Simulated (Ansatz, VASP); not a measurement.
## Pt in VASP and in Ansatz

```xyz
1
Lattice="0.0000 1.9469 1.9469 1.9469 0.0000 1.9469 1.9469 1.9469 0.0000" Properties=species:S:1:pos:R:3 pbc="T T T"
Pt    0.0000    0.0000    0.0000
```

Alike in both runs: functional LDA; k mesh 18 × 18 × 18; occupations gaussian, width 0.1 eV; no spin polarisation.

Ansatz relaxed the structure, and its values are those at the end. VASP's run is a single point on that final structure, the one shown.

|  | VASP | Ansatz |
| --- | --- | --- |
| version | VASP 6.6.1 | Ansatz 0.2.0 |
| potentials or method | VASP PAW LDA potentials, release 64 (Pt), cutoff 520 eV | scalar-relativistic, plane waves, PAW |
| valence electrons in the cell | 10 | 18 |

```csv
,VASP,Ansatz,Ansatz less VASP
gap on the k mesh at the Fermi level (eV),none,none,-
pressure (GPa),0.8,0.0,-0.76
```

LDA's correlation is that of Perdew and Zunger in VASP and of Perdew and Wang (1992) in Ansatz. A gap of «none» marks a metal or a gap that the smearing closes. VASP's potentials hold 10 valence electrons a cell and Ansatz's 18, so a difference there can come from the potentials and not from the codes.

Neither program's run includes spin-orbit coupling.
